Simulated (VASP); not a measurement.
CaI, 2 atoms in the cell. The structure is hexagonal, space group P-6m2 (No. 187). Conventional cell: a = 4.147 Å, b = 4.147 Å, c = 4.576 Å, α = 90.00°, β = 90.00°, γ = 120.00°. I (site symmetry -6m2) has 6 Ca at 3.31 Å and 6 I at 4.15 Å within 4.4 Å. Ca (site symmetry -6m2) has 6 I at 3.31 Å and 6 Ca at 4.15 Å within 4.4 Å. 

| Quantity | Value |
| --- | --- |
| Program | VASP 6.6.1 |
| Task | relaxation of cell and atoms |
| Functional | PBEsol |
| Potentials or basis | VASP PAW PBE potentials, release 64 (I, Ca_sv) |
| Cutoff | 600 eV |
| k mesh | 7 × 7 × 6 |
| Occupations | fermi-dirac, width 0.05 eV |
| Spin | no spin polarisation |
| Target pressure | 10 GPa |
| Dipole correction | no |
| Further INCAR settings | ALGO = Normal; EDIFF = 1e-07; IBRION = 2; EDIFFG = -0.01; NSW = 60; ISIF = 3 |

Potentials or basis: VASP PAW PBE potentials, release 64 (I, Ca_sv).

Launch:

```sh
$ cat potpaw_PBE.64/I/POTCAR potpaw_PBE.64/Ca_sv/POTCAR > POTCAR
$ mpirun -np 1 vasp_std > vasp.out
```

Hardware: 1 thread of Intel(R) Xeon(R) Platinum 8488C (Sapphire Rapids), with other jobs on the host.

Problem. Estimate the wall time of this run.

Solution. It took 2.6 min on 1 thread of Intel(R) Xeon(R) Platinum 8488C (Sapphire Rapids) (shared host), peak memory 0.24 GiB. Counts: scf iterations 71, k points 32, ion steps 8.
